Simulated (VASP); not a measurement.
Runs of VASP 6.6.1 on MgRh. The structure is cubic, space group Pm-3m (No. 221). Conventional cell: a = 3.099 Å, b = 3.099 Å, c = 3.099 Å, α = 90.00°, β = 90.00°, γ = 90.00°. Mg (site symmetry m-3m) has 8 Rh at 2.68 Å and 6 Mg at 3.10 Å within 3.5 Å. Rh (site symmetry m-3m) has 8 Mg at 2.68 Å and 6 Rh at 3.10 Å within 3.5 Å. 

```csv
spin,fixed moment (μB),gap on the mesh (eV),pressure (GPa),moment (μB)
"collinear, ferromagnetic start",1.6,-,1.8,1.60
"collinear, zero start",0.0,-,(b),0.00
"collinear, ferromagnetic start",-,none,-6.5,0.00
"collinear, ferromagnetic start",0.2,-,-6.4,0.20
"collinear, ferromagnetic start",0.4,-,-6.0,0.40
"collinear, ferromagnetic start",1.2,-,-1.5,1.20
off,-,none,-6.5,-
"collinear, ferromagnetic start",0.9,-,(a),0.90
"collinear, ferromagnetic start",0.6,-,-5.4,0.60
```

Alike in all rows: task single point; level LDA; potentials or basis VASP PAW LDA potentials, release 64 (Mg, Rh_pv); cell as given; k mesh 11 × 11 × 11; cutoff (eV) 520; smearing fermi-dirac 0.1 eV.

Task: Fill in the values left out.

Result: (a) -4.0; (b) -6.6.

Caveats: the total moment is fixed, so each spin has its own Fermi level (some runs).

A k mesh can miss the band edges, and the runs leave out spin-orbit coupling on Rh.

A gap of «none» marks levels without a gap at the run's occupations.
